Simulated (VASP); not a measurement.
# Ta2N (P-3m1) in VASP: further runs, part 2 of 2

VASP 6.6.1. Earlier steps stand in the parts before.

### Step 5. Single point, BLYP

This run uses another cell than the first one, of 15.67 Å³/atom, 1.245 times its volume.

INCAR reads:

```
  PREC = Accurate
  ENCUT = 520
  EDIFF = 1E-6
  ISMEAR = -4
  SIGMA = 0.1
  LREAL = False
  LASPH = True
  NELM = 80
  ALGO = Normal
  ISIF = 2
  LWAVE = False
  LCHARG = False
  GGA = B5
  ALDAX = 1.0
  AGGAX = 1.0
  AGGAC = 1.0
  ALDAC = 0.0
  NBANDS = 20
```

KPOINTS reads:

```
Automatic mesh
0
Gamma
  6 6 4
```

POSCAR reads:

```
Ta2N
1.0
    3.2613124803      0.0000000000      0.0000000000
   -1.6306562401      2.8243794576      0.0000000000
    0.0000000000      0.0000000000      5.1020815413
Ta N
2 1
Direct
    0.6666666667      0.3333333333      0.7452890000
    0.3333333333      0.6666666667      0.2547110000
    0.0000000000      0.0000000000      0.0000000000
```

Potentials or basis: VASP PAW PBE potentials, release 64 (Ta_pv, N).

On the command line:

```
$ cat potpaw_PBE.64/Ta_pv/POTCAR potpaw_PBE.64/N/POTCAR > POTCAR
$ mpirun -np 1 vasp_std > vasp.out
```

OUTCAR:

```text
PREC = Accurate
   ENCUT = 520
   EDIFF = 1E-6
   ISMEAR = -4
   LREAL = False
   LASPH = True
   NELM = 80
   ISIF = 2
   GGA = B5

 ion  position               nearest neighbor table
   1  0.667  0.333  0.745-   3 2.29   3 2.29   3 2.29   2 3.13   2 3.13   2 3.13   2 3.21   2 3.21
                             2 3.21
   2  0.333  0.667  0.255-   3 2.29   3 2.29   3 2.29   1 3.13   1 3.13   1 3.13   1 3.21   1 3.21
                             1 3.21
   3  0.000  0.000  0.000-   1 2.29   2 2.29   2 2.29   1 2.29   1 2.29   2 2.29

  LATTYP: Found a hexagonal cell.
 ALAT       =     3.2613124803
 C/A-ratio  =     1.5644258476

  Lattice vectors:

 A1 = (   3.2613124803,   0.0000000000,   0.0000000000)
 A2 = (  -1.6306562401,   2.8243794576,   0.0000000000)
 A3 = (   0.0000000000,   0.0000000000,   5.1020815413)

Analysis of symmetry for initial positions (statically):
=====================================================================
 Subroutine PRICEL returns:
 Original cell was already a primitive cell.

 Routine SETGRP: Setting up the symmetry group for a
 hexagonal supercell.

 Subroutine GETGRP returns: Found 12 space group operations
 (whereof 12 operations were pure point group operations)
 out of a pool of 24 trial point group operations.

The static configuration has the point symmetry D_3d.

Analysis of symmetry for dynamics (positions and initial velocities):
=====================================================================
 Subroutine PRICEL returns:
 Original cell was already a primitive cell.

 Routine SETGRP: Setting up the symmetry group for a
 hexagonal supercell.

 Subroutine GETGRP returns: Found 12 space group operations
 (whereof 12 operations were pure point group operations)
 out of a pool of 24 trial point group operations.

[... 117 lines left out ...]
   EFERMI =   0.00;   METHOD = LEGACY
   ISMEAR =    -4;   SIGMA  =   0.10  broadening in eV -4-tet -1-fermi 0-gaus
   EFERMI_NEDOS =   21; number of points for ismear=-14 and -15
   IALGO  =     38    algorithm
   IMIX   =      4    mixing-type and parameters
     AMIX     =   0.40;   BMIX     =  1.00
     AMIX_MAG =   1.60;   BMIX_MAG =  1.00
  volume/ion in A,a.u.               =      15.67       105.72
  Fermi-wavevector in a.u.,A,eV,Ry     =   1.360949  2.571820 25.200463  1.852182
  Thomas-Fermi vector in A             =   2.487567
   LORBIT       =      0    0 simple, 1 ext, 2 COOP (PROOUT), +10 PAW based schemes
   GGA     = B5    functional components
   LHFCALC =     F    Hartree Fock is set to
   AEXX    =    0.0000 exact exchange contribution
   IVDW    =     0    specifies the selected vdW correction
   LEPSILON=     F    determine dielectric tensor
   LRPA    =     F    only Hartree local field effects (RPA)
 non-spin polarized calculation
 Fermi weights with tetrahedron method witout Bloechl corrections
  energy-cutoff  :      520.00
  volume of cell :       47.00
 maximum number of plane-waves:      1296
   NGX = 13   NGY = 13   NGZ = 19

 number of electron      26.9999999 magnetization

 Free energy of the ion-electron system (eV)
  ---------------------------------------------------
  ext. energy  EPLUGINS =         0.00000000
  ---------------------------------------------------
  free energy    TOTEN  =       -30.34480996 eV

  energy without entropy =      -30.34480996  energy(sigma->0) =      -30.34480996

 E-fermi :   6.7339     XC(G=0): -11.4880

 val. band max:        6.8134571885   @ k =   0.3333   0.0000   0.5000
 cond. band min:       6.5439116521   @ k =  -0.1667   0.5000   0.2500
 fundamental gap:     -0.2695455364
 Fermi energy:         6.7338777970

 k-point     1 :       0.0000    0.0000    0.0000
  band No.  band energies     occupation
      1     -28.9014      2.00000
      2     -28.4857      2.00000
      3     -28.4857      2.00000
      4     -28.4044      2.00000
      5     -28.4044      2.00000
      6     -28.3216      2.00000
[... 541 lines left out ...]
     19      10.8766      0.00000
     20      11.0536      0.00000

------------------------ aborting loop because EDIFF is reached ----------------------------------------

  FORCE on cell =-STRESS in cart. coord.  units (eV):
  Direction    XX          YY          ZZ          XY          YZ          ZX
  --------------------------------------------------------------------------------------
  -------------------------------------------------------------------------------------
  Total       -5.8827629     -5.8827629     -6.4719912     -0.0000000     -0.0000000      0.0000000
  in kB     -200.5529609   -200.5529609   -220.6407099     -0.0000000     -0.0000000      0.0000000
  external PRESSURE =    -207.2488772 kB  Pullay stress =       0.0000000 kB

 VOLUME and BASIS-vectors are now :
 -----------------------------------------------------------------------------
  energy-cutoff  :      520.00
  volume of cell :       47.00
      direct lattice vectors                 reciprocal lattice vectors
     3.261312480  0.000000000  0.000000000     0.306625019  0.177030037  0.000000000
    -1.630656240  2.824379458  0.000000000     0.000000000  0.354060074  0.000000000
     0.000000000  0.000000000  5.102081541     0.000000000  0.000000000  0.195998436

 POSITION                                       TOTAL-FORCE (eV/Angst)
 -----------------------------------------------------------------------------------
      1.63066      0.94146      3.80253        -0.000000      0.000000      0.203894
     -0.00000      1.88292      1.29956         0.000000     -0.000000     -0.203894
      0.00000      0.00000      0.00000        -0.000000      0.000000      0.000000
 -----------------------------------------------------------------------------------
    total drift:                               -0.000000      0.000000      0.000000

  FREE ENERGIE OF THE ION-ELECTRON SYSTEM (eV)
  ---------------------------------------------------
  free  energy   TOTEN  =       -30.3448099600 eV

  energy  without entropy=      -30.3448099600  energy(sigma->0) =      -30.34480996
```

stdout:

```text
POSCAR found type information on POSCAR TaN
 POSCAR found :  2 types and       3 ions
 scaLAPACK will be used
 -----------------------------------------------------------------------------
|                                                                             |
[... 23 lines left out ...]
|     occupations, so forces and stress will be inaccurate. We suggest        |
|     using a different smearing scheme ISMEAR = 1 or 2 for metals in         |
|     relaxations.                                                            |
|                                                                             |
 -----------------------------------------------------------------------------
```

It took 40 s on 1 thread of Intel Xeon Platinum 8488C (Sapphire Rapids), shared host; peak memory 0.17 GiB.

Results:

* Free energy: -30.3448 eV
* Pressure: -20.7 GPa
* Largest force: 0.204 eV/Å

Forces on the atoms (eV/Å):
```
Ta   0.000  0.000  0.204
Ta   0.000  0.000 -0.204
N    0.000  0.000  0.000
```

Caveat: the k points lie up to 0.37 Å⁻¹ apart; the PAW data sets were made with another functional, which shifts forces and pressure a little; spin-orbit coupling is left out, which moves the levels of the heavy elements.

### Step 6. Single point, PBEsol, collinear spin, zero start

This run uses another cell than the first one, of 13.62 Å³/atom, 1.082 times its volume.

INCAR reads:

```
PREC = Accurate
ENCUT = 520
EDIFF = 1E-6
ISMEAR = 1
SIGMA = 0.12
LREAL = F
LASPH = T
NELM = 150
ALGO = Normal
ISIF = 2
LWAVE = F
LCHARG = F
ISPIN = 2
MAGMOM = 0 0 0
LORBIT = 11
LMAXMIX = 4
GGA = PS
NBANDS = 24
```

KPOINTS reads:

```
regular mesh
0
Gamma
  6 6 4
```

POSCAR reads:

```
Ta2N
1.0
    3.1128615060      0.0000000000      0.0000000000
   -1.5564307530      2.6958171426      0.0000000000
    0.0000000000      0.0000000000      4.8698410000
Ta N
2 1
Direct
    0.6666666667      0.3333333333      0.7452890000
    0.3333333333      0.6666666667      0.2547110000
    0.0000000000      0.0000000000      0.0000000000
```

Potentials or basis: VASP PAW PBE potentials, release 64 (Ta_pv, N).

On the command line:

```
$ cat potpaw_PBE.64/Ta_pv/POTCAR potpaw_PBE.64/N/POTCAR > POTCAR
$ mpirun -np 1 vasp_std > vasp.out
```

OUTCAR:

```text
PREC = Accurate
   ENCUT = 520
   EDIFF = 1E-6
   ISMEAR = 1
   LREAL = F
   LASPH = T
   NELM = 150
   ISIF = 2
   ISPIN = 2
   LORBIT = 11
   GGA = PS

 ion  position               nearest neighbor table
   1  0.667  0.333  0.745-   3 2.18   3 2.18   3 2.18   2 2.99   2 2.99   2 2.99   2 3.06   2 3.06
                             2 3.06
   2  0.333  0.667  0.255-   3 2.18   3 2.18   3 2.18   1 2.99   1 2.99   1 2.99   1 3.06   1 3.06
                             1 3.06
   3  0.000  0.000  0.000-   1 2.18   2 2.18   2 2.18   1 2.18   1 2.18   2 2.18

  LATTYP: Found a hexagonal cell.
 ALAT       =     3.1128615060
 C/A-ratio  =     1.5644258476

  Lattice vectors:
[... 1517 lines left out ...]
  energy-cutoff  :      520.00
  volume of cell :       40.87
      direct lattice vectors                 reciprocal lattice vectors
     3.112861506  0.000000000  0.000000000     0.321247829  0.185472520  0.000000000
    -1.556430753  2.695817143  0.000000000     0.000000000  0.370945041  0.000000000
     0.000000000  0.000000000  4.869841000     0.000000000  0.000000000  0.205345513

 POSITION                                       TOTAL-FORCE (eV/Angst)
 -----------------------------------------------------------------------------------
      1.55643      0.89861      3.62944         0.000000     -0.000000      0.507391
     -0.00000      1.79721      1.24040        -0.000000      0.000000     -0.507391
      0.00000      0.00000      0.00000         0.000000      0.000000      0.000000
 -----------------------------------------------------------------------------------
    total drift:                               -0.000000      0.000000      0.000000

  FREE ENERGIE OF THE ION-ELECTRON SYSTEM (eV)
  ---------------------------------------------------
  free  energy   TOTEN  =       -36.4499690549 eV

  energy  without entropy=      -36.4503570807  energy(sigma->0) =      -36.45009840

 total charge

# of ion       s       p       d       tot
------------------------------------------
    1        0.311   6.220   2.351   8.882
    2        0.311   6.220   2.351   8.882
    3        1.236   2.488   0.000   3.724
--------------------------------------------------
tot          1.859  14.928   4.701  21.488

 magnetization (x)

# of ion       s       p       d       tot
------------------------------------------
    1        0.000  -0.000   0.000   0.000
    2        0.000  -0.000   0.000   0.000
    3        0.000  -0.000   0.000  -0.000
--------------------------------------------------
tot          0.000  -0.000   0.000   0.000
```

OSZICAR:

```text
N       E                     dE             d eps       ncg     rms          rms(c)
DAV:   1     0.212533757401E+03    0.21253E+03   -0.14390E+04  2304   0.115E+03
DAV:   2    -0.311468961574E+02   -0.24368E+03   -0.23392E+03  2704   0.355E+02
DAV:   3    -0.395239997646E+02   -0.83771E+01   -0.82940E+01  2784   0.619E+01
DAV:   4    -0.395838928530E+02   -0.59893E-01   -0.59877E-01  2640   0.569E+00
DAV:   5    -0.395843267318E+02   -0.43388E-03   -0.43387E-03  2784   0.452E-01    0.269E+01
DAV:   6    -0.368432352576E+02    0.27411E+01   -0.91729E+00  2808   0.199E+01    0.122E+01
DAV:   7    -0.365275953607E+02    0.31564E+00   -0.11973E+00  2704   0.722E+00    0.700E+00
DAV:   8    -0.364534048397E+02    0.74191E-01   -0.26250E-01  2856   0.362E+00    0.406E-01
DAV:   9    -0.364504485347E+02    0.29563E-02   -0.13482E-02  2624   0.790E-01    0.314E-01
DAV:  10    -0.364500083590E+02    0.44018E-03   -0.13921E-03  3008   0.316E-01    0.750E-02
DAV:  11    -0.364499677030E+02    0.40656E-04   -0.14656E-04  2720   0.939E-02    0.243E-02
DAV:  12    -0.364499688758E+02   -0.11728E-05   -0.11569E-05  2712   0.243E-02    0.112E-02
DAV:  13    -0.364499690549E+02   -0.17913E-06   -0.29193E-06  2720   0.112E-02
   1 F= -.36449969E+02 E0= -.36450098E+02  d E =0.388026E-03  mag=     0.0000
```

Wall time 47 s (1 thread of Intel Xeon Platinum 8488C (Sapphire Rapids), shared host); peak memory 0.19 GiB.

What came out:

```
Free energy                                           : -36.4500 eV
Pressure                                              : -8.6 GPa
Largest force                                         : 0.507 eV/Å
Net moment                                            : 0.00 μB per cell
Valence electrons inside the program's atomic spheres : Ta 8.88; N 3.72
```

Forces in eV/Å, atoms in the order of the input:
```
Ta   0.000  0.000  0.507
Ta   0.000  0.000 -0.507
N    0.000  0.000  0.000
```

Levels at points of the mesh, in eV from the Fermi level:
Spin up:
| k point | band 11 | band 12 | band 13 | band 14 | band 15 | band 16 |
| --- | --- | --- | --- | --- | --- | --- |
| (0.00, 0.00, 0.00) | -5.04 | -0.78 | -0.35 | -0.35 | 0.15 | 0.15 |
| (0.50, 0.00, 0.00) | -4.64 | -2.70 | -1.46 | 1.66 | 1.78 | 3.59 |
| (0.00, 0.00, 0.50) | -2.96 | -2.73 | -1.23 | -1.23 | 1.68 | 1.79 |
| (0.50, 0.00, 0.50) | -3.39 | -2.24 | -2.21 | -0.36 | 0.61 | 3.17 |
Spin down:
| k point | band 11 | band 12 | band 13 | band 14 | band 15 | band 16 |
| --- | --- | --- | --- | --- | --- | --- |
| (0.00, 0.00, 0.00) | -5.04 | -0.78 | -0.35 | -0.35 | 0.15 | 0.15 |
| (0.50, 0.00, 0.00) | -4.64 | -2.70 | -1.46 | 1.66 | 1.78 | 3.59 |
| (0.00, 0.00, 0.50) | -2.96 | -2.73 | -1.23 | -1.23 | 1.68 | 1.79 |
| (0.50, 0.00, 0.50) | -3.39 | -2.24 | -2.21 | -0.36 | 0.61 | 3.17 |

Caveat: the k points lie up to 0.39 Å⁻¹ apart; the PAW data sets were made with another functional, which shifts forces and pressure a little; spin-orbit coupling is left out, which moves the levels of the heavy elements.

### Step 7. Summary

| level | spin | cell | smearing | gap on the mesh (eV) | pressure (GPa) | largest force (eV/Å) |
| --- | --- | --- | --- | --- | --- | --- |
| PBE | off | a = 3.032, b = 3.032, c = 4.743 Å, angles 90.0, 90.0, 120.0°, 3 atoms | methfessel-paxton 0.008 eV | none | 25.4 | 0.17 |
| PBE | off | a = 3.113, b = 3.113, c = 4.870 Å, angles 90.0, 90.0, 120.0°, 3 atoms | gaussian 0.1 eV | none | -0.8 | 0.24 |
| BLYP | off | a = 3.261, b = 3.261, c = 5.102 Å, angles 90.0, 90.0, 120.0°, 3 atoms | tetrahedron | none | -20.7 | 0.20 |
| PBEsol | collinear, zero start | a = 3.113, b = 3.113, c = 4.870 Å, angles 90.0, 90.0, 120.0°, 3 atoms | methfessel-paxton 0.12 eV | none | -8.6 | 0.51 |

Alike in all rows: task single point; potentials or basis VASP PAW PBE potentials, release 64 (Ta_pv, N); k mesh 6 × 6 × 4; cutoff (eV) 520.

Caveats: all runs use coarse meshes; spin-orbit coupling is left out, which moves the levels of the heavy elements; the PAW data sets were made with another functional, which shifts forces and pressure a little (some runs).

Absolute energies hang on the potentials; compare differences alone.
